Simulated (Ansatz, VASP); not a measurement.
LaSc3S: VASP beside Ansatz

```
La Sc S
1.0
     5.01810    0.00000    0.00000
     0.00000    5.01810    0.00000
     0.00000    0.00000    5.01810
La Sc S
1 3 1
Direct
  0.00000 0.00000 0.00000
  0.00000 0.50000 0.50000
  0.50000 0.00000 0.50000
  0.50000 0.50000 0.00000
  0.50000 0.50000 0.50000
```

Alike in both runs: task single point; functional PBE; k mesh 8 × 8 × 8; occupations gaussian, width 0.1 eV; no spin polarisation.

```csv
,VASP,Ansatz
version,VASP 6.6.1,Ansatz 0.2.0
potentials or method,"VASP PAW PBE potentials, release 64 (La, Sc_sv, S), cutoff 520 eV","scalar-relativistic, plane waves, PAW"
valence electrons in the cell,50,50
```

|  | VASP | Ansatz | Ansatz less VASP |
| --- | --- | --- | --- |
| gap on the k mesh at the Fermi level (eV) | none | none | - |
| pressure (GPa) | 0.1 | 0.0 | -0.14 |

A gap of «none» marks a metal or a gap that the smearing closes. The functional is the same, so the differences come from potentials, cutoffs and numerics.

Neither program's run includes spin-orbit coupling.
